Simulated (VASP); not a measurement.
Set up this calculation in VASP 6.6.1, as the native input.

```
Task                   : single point
Functional             : LDA
Potentials or basis    : VASP PAW LDA potentials, release 64 (La)
Cutoff                 : 520 eV
k mesh                 : 11 × 11 × 6
Occupations            : fermi-dirac, width 0.1 eV
Spin                   : no spin polarisation
Dipole correction      : no
Further INCAR settings : ALGO = Normal; EDIFF = 1e-06; NBANDS = 18
```

The structure of La lies in POSCAR:

```
La
1.0
    3.5309911325      0.0000000000      0.0000000000
   -1.7654955662      3.0579280213      0.0000000000
    0.0000000000      0.0000000000      5.8343604788
La
2
Direct
    0.3333333333      0.6666666667      0.2500000000
    0.6666666667      0.3333333333      0.7500000000
```

This cell differs from its parent crystal: volume scaled by 0.96.

These files were run (other wordings do the same):

INCAR

```
PREC     = Accurate       # precision mode
ENCUT    = 520            # plane-wave cutoff, eV
EDIFF    = 1E-6           # SCF threshold, eV
ISMEAR   = -1             # smearing method
SIGMA    = 0.1            # smearing width, eV
LREAL    = False          # projectors in reciprocal space
LASPH    = True           # aspherical terms in the spheres
NELM     = 100            # most SCF steps
ALGO     = Normal         # electronic algorithm
ISIF     = 2              # what is computed and relaxed
LWAVE    = False          # write WAVECAR
LCHARG   = False          # write CHGCAR
GGA      = CA             # functional
NBANDS   = 18             # bands
```

KPOINTS

```
Automatic mesh
0
Gamma
  11 11 6
```

Potentials or basis: VASP PAW LDA potentials, release 64 (La).

Command:

```console
$ cat potpaw_LDA.64/La/POTCAR > POTCAR
$ mpirun -np 1 vasp_std > vasp.out
```

It gave:

```json
{
 "Pressure": "1.0 GPa",
 "Band gap on the k mesh": "zero (band 11 reaches 10.32 eV, above the bottom of band 12 at 8.69 eV)"
}
```

Caveat: spin-orbit coupling is left out, which moves the levels of the heavy elements.

It took 50 s on 1 thread of Intel(R) Xeon(R) Platinum 8488C (Sapphire Rapids), with other jobs on the host, peak memory 0.21 GiB.
